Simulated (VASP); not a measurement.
Set up this calculation in VASP 6.6.1, as the native input.

- Task: single point
- Functional: PBE
- Potentials or basis: VASP PAW PBE potentials, release 64 (Sn_d, O)
- Cutoff: 520 eV
- k mesh: 12 × 12 × 10
- Occupations: gaussian, width 0.15 eV
- Spin: no spin polarisation
- Dipole correction: no
- Further INCAR settings: ALGO = Normal; EDIFF = 1e-06; NBANDS = 28

The structure of SnO lies in POSCAR:

```
SnO
1.0
    3.8020000000      0.0142575000      0.0000000000
    0.0142575000      3.8020000000      0.0000000000
    0.0000000000      0.0000000000      4.8360000000
Sn O
2 2
Direct
    0.0000000000      0.5000000000      0.2385000000
    0.5000000000      0.0000000000      0.7615000000
    0.0000000000      0.0000000000      0.0000000000
    0.5000000000      0.5000000000      0.0000000000
```

This cell differs from its parent crystal: strain +0.0075 x Voigt [0, 0, 0, 0, 0, 1].

These files were run (other wordings do the same):

INCAR

```
PREC = Accurate
ENCUT = 520
EDIFF = 1E-6
ISMEAR = 0
SIGMA = 0.15
LREAL = False
LASPH = True
NELM = 80
ALGO = Normal
ISIF = 2
LWAVE = False
LCHARG = False
GGA = PE
NBANDS = 28
```

KPOINTS

```
Automatic mesh
0
Gamma
  12 12 10
```

Potentials or basis: VASP PAW PBE potentials, release 64 (Sn_d, O).

Launch:

```sh
$ cat potpaw_PBE.64/Sn_d/POTCAR potpaw_PBE.64/O/POTCAR > POTCAR
$ mpirun -np 1 vasp_std > vasp.out
```

Results of the run:

```
Pressure      : 4.4 GPa
Largest force : 0.438 eV/Å
```

Caveat: the cell differs from its parent crystal (strain +0.0075 x Voigt [0, 0, 0, 0, 0, 1]).

Run time: 2.4 min on 1 thread of Intel(R) Xeon(R) 6975P-C (Granite Rapids), with other jobs on the host, peak memory 0.48 GiB.
